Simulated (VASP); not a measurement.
# Ta2N (P-3m1) in VASP: notebook, part 2 of 2

VASP 6.6.1.

## (3) Single point, PBEsol (13.20 Å³/atom)

Input file INCAR:

```
SYSTEM = Ta2N
PREC = Accurate
ENCUT = 520
EDIFF = 1E-6
ISMEAR = 0
SIGMA = 0.15
LREAL = .False.
LASPH = .True.
NELM = 100
ALGO = Normal
ISIF = 2
LWAVE = .False.
LCHARG = .False.
GGA = PS
NBANDS = 20
```

Input file KPOINTS:

```
regular mesh
0
Gamma
  18 18 10
  0 0 0
```

Input file POSCAR:

```
Ta2N
1.0
    3.2044935884      0.0000000000      0.0000000000
   -1.6022467942      2.7751728538      0.0000000000
    0.0000000000      0.0000000000      4.4513620437
Ta N
2 1
Direct
    0.6666666667      0.3333333333      0.7463700642
    0.3333333333      0.6666666667      0.2536299358
    0.0000000000      0.0000000000      0.0000000000
```

Potentials or basis: VASP PAW PBE potentials, release 64 (Ta_pv, N).

Started as:

```
$ cat potpaw_PBE.64/Ta_pv/POTCAR potpaw_PBE.64/N/POTCAR > POTCAR
$ mpirun -np 1 vasp_std > vasp.out
```

OUTCAR:

```text
SYSTEM = Ta2N
   PREC = Accurate
   ENCUT = 520
   EDIFF = 1E-6
   ISMEAR = 0
   LREAL = .False.
   LASPH = .True.
   NELM = 100
   ISIF = 2
   GGA = PS

 ion  position               nearest neighbor table
   1  0.667  0.333  0.746-   3 2.17   3 2.17   3 2.17   2 2.87   2 2.87   2 2.87   2 2.92   2 2.92
                             2 2.92
   2  0.333  0.667  0.254-   3 2.17   3 2.17   3 2.17   1 2.87   1 2.87   1 2.87   1 2.92   1 2.92
                             1 2.92
   3  0.000  0.000  0.000-   1 2.17   2 2.17   2 2.17   1 2.17   1 2.17   2 2.17

  LATTYP: Found a hexagonal cell.
 ALAT       =     3.2044935884
[... 749 lines left out ...]
  --------------------------------------------------------------------------------------
  -------------------------------------------------------------------------------------
  Total       -2.0638687     -2.0638687      5.7924052      0.0000000      0.0000000      0.0000000
  in kB      -83.5314997    -83.5314997    234.4375387      0.0000000      0.0000000      0.0000000
  external PRESSURE =      22.4581798 kB  Pullay stress =       0.0000000 kB

 VOLUME and BASIS-vectors are now :
 -----------------------------------------------------------------------------
  energy-cutoff  :      520.00
  volume of cell :       39.59
      direct lattice vectors                 reciprocal lattice vectors
     3.204493588  0.000000000  0.000000000     0.312061788  0.180168958  0.000000000
    -1.602246794  2.775172854  0.000000000     0.000000000  0.360337915  0.000000000
     0.000000000  0.000000000  4.451362044     0.000000000  0.000000000  0.224650341

 POSITION                                       TOTAL-FORCE (eV/Angst)
 -----------------------------------------------------------------------------------
      1.60225      0.92506      3.32236        -0.000000      0.000000      0.827777
     -0.00000      1.85012      1.12900         0.000000      0.000000     -0.827777
      0.00000      0.00000      0.00000         0.000000      0.000000      0.000000
 -----------------------------------------------------------------------------------
    total drift:                                0.000000     -0.000000      0.000000

  FREE ENERGIE OF THE ION-ELECTRON SYSTEM (eV)
  ---------------------------------------------------
  free  energy   TOTEN  =       -36.2026456864 eV

  energy  without entropy=      -36.1915854066  energy(sigma->0) =      -36.19711555
```

OSZICAR:

```text
N       E                     dE             d eps       ncg     rms          rms(c)
DAV:   1     0.212638542533E+03    0.21264E+03   -0.15011E+04 13208   0.139E+03
DAV:   2    -0.297062927530E+02   -0.24234E+03   -0.23591E+03 14888   0.400E+02
DAV:   3    -0.390512078395E+02   -0.93449E+01   -0.91777E+01 16644   0.712E+01
DAV:   4    -0.391704020395E+02   -0.11919E+00   -0.11854E+00 15872   0.765E+00
DAV:   5    -0.391716013632E+02   -0.11993E-02   -0.11987E-02 16432   0.661E-01    0.282E+01
DAV:   6    -0.365632511856E+02    0.26084E+01   -0.13896E+01 16888   0.238E+01    0.135E+01
DAV:   7    -0.362674524014E+02    0.29580E+00   -0.14987E+00 15040   0.794E+00    0.724E+00
DAV:   8    -0.362071810940E+02    0.60271E-01   -0.25540E-01 15600   0.390E+00    0.433E-01
DAV:   9    -0.362031465844E+02    0.40345E-02   -0.26244E-02 16340   0.101E+00    0.256E-01
DAV:  10    -0.362027622405E+02    0.38434E-03   -0.41935E-03 16976   0.526E-01    0.720E-02
DAV:  11    -0.362026539259E+02    0.10831E-03   -0.82817E-04 15516   0.176E-01    0.274E-02
DAV:  12    -0.362026468052E+02    0.71207E-05   -0.51136E-05 15168   0.535E-02    0.938E-03
DAV:  13    -0.362026460419E+02    0.76336E-06   -0.13563E-05 15496   0.196E-02    0.390E-03
DAV:  14    -0.362026456864E+02    0.35544E-06   -0.14131E-06  9892   0.884E-03
   1 F= -.36202646E+02 E0= -.36197116E+02  d E =-.110603E-01
```

Wall time 3.7 min (1 thread of Intel Xeon Platinum 8175M at 2.50GHz (Skylake/Cascade Lake), shared host); peak memory 0.34 GiB.

Results:

```
Free energy            : -36.2026 eV
Pressure               : 2.2 GPa
Largest force          : 0.828 eV/Å
Band gap on the k mesh : zero (an odd number of electrons rules out a gap without spin polarisation)
```

Forces on the atoms (eV/Å):
```
Ta   0.000  0.000  0.828
Ta   0.000  0.000 -0.828
N    0.000  0.000  0.000
```

Levels at points of the mesh, in eV from the Fermi level:
```
           k point  band 12  band 13  band 14  band 15  band 16  band 17
(0.00, 0.00, 0.00)    -0.37    -0.37    -0.08    -0.08     0.47     0.57
(0.50, 0.00, 0.00)    -2.73    -1.34     1.15     3.01     3.87     3.90
(0.00, 0.00, 0.50)    -1.81    -1.62    -1.62     1.93     2.44     2.79
(0.50, 0.00, 0.50)    -2.07    -1.97     0.48     0.55     2.58     2.99
```

Caveat: the PAW data sets were made with another functional, which shifts forces and pressure a little; spin-orbit coupling is left out, which moves the levels of the heavy elements.
